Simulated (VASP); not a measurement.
BP: single point with PBE-based screened hybrid

Crystal: BP.

```
B P
1.0
     2.70805    0.00000    0.00000
     0.00000    2.70805    0.00000
     0.00000    0.00000    2.70805
B P
1 1
Direct
  0.00000 0.00000 0.00000
  0.50000 0.50000 0.50000
```

```yaml
Program: VASP 6.6.1
Task: single point
Functional: PBE-based screened hybrid
Potentials_or_basis: VASP PAW PBE potentials, release 64 (B, P)
Cutoff: 420 eV
k_mesh: 4 × 4 × 4
Occupations: fermi-dirac, width 0.02 eV
Spin: no spin polarisation
```

```yaml
Pressure: -10.4 GPa
Band_gap_on_the_k_mesh: zero (band 4 reaches 14.42 eV, above the bottom of band 5 at 6.47 eV)
```

Levels at points of the mesh, in eV from the Fermi level:
```tsv
k point	band 1	band 2	band 3	band 4	band 5	band 6	band 7	band 8
(0.00, 0.00, 0.00)	-23.39	-1.38	-1.38	-1.38	2.65	4.99	4.99	14.30
(0.50, 0.00, 0.00)	-18.17	-15.66	4.01	4.01	4.20	4.20	6.81	7.74
(0.50, 0.50, 0.00)	-12.62	-10.73	-10.73	-8.57	7.06	7.15	10.92	10.92
(0.50, 0.50, 0.50)	-7.64	-5.12	-5.12	-5.12	-3.95	-3.95	-3.95	-2.71
```

Wall time 51 s on 1 thread of AMD EPYC 7R43 64-Core Processor (Zen 3) (shared host), peak memory 0.17 GiB.

Caveat: the k points lie up to 0.58 Å⁻¹ apart; the PAW data sets were made with another functional, which shifts forces and pressure a little.
